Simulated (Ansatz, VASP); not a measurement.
**Two plane-wave programs on Mo2Ru3**

```xyz
10
Lattice="2.7646 0.0000 0.0000 -1.3823 2.3942 0.0000 0.0000 0.0000 22.0135" Properties=species:S:1:pos:R:3 pbc="T T T"
Mo    0.0000    1.5961   14.2805
Mo    0.0000    1.5961   18.7398
Mo    1.3823    0.7981    3.2737
Mo    1.3823    0.7981    7.7330
Ru    0.0000    1.5961    1.0918
Ru    0.0000    1.5961    5.5034
Ru    0.0000    1.5961    9.9150
Ru    1.3823    0.7981   16.5102
Ru    1.3823    0.7981   20.9217
Ru    1.3823    0.7981   12.0986
```

Alike in both runs: functional PBE; k mesh 18 × 18 × 2; occupations gaussian, width 0.1 eV; no spin polarisation.

Ansatz relaxed the structure, and its values are those at the end. VASP's run is a single point on that final structure, the one shown.

```csv
,VASP,Ansatz
version,VASP 6.6.1,Ansatz 0.2.0
potentials or method,"VASP PAW PBE potentials, release 64 (Mo_sv, Ru_pv), cutoff 520 eV","scalar-relativistic, plane waves, PAW"
valence electrons in the cell,140,152
```

```tsv
	VASP	Ansatz	Ansatz less VASP
gap on the k mesh at the Fermi level (eV)	none	none	-
pressure (GPa)	0.2	0.0	-0.21
rms of the force components (eV/Å)	0.006	0.001	-0.0048
```

A gap of «none» marks a metal or a gap that the smearing closes. VASP's potentials hold 140 valence electrons a cell and Ansatz's 152, so a difference there can come from the potentials and not from the codes.
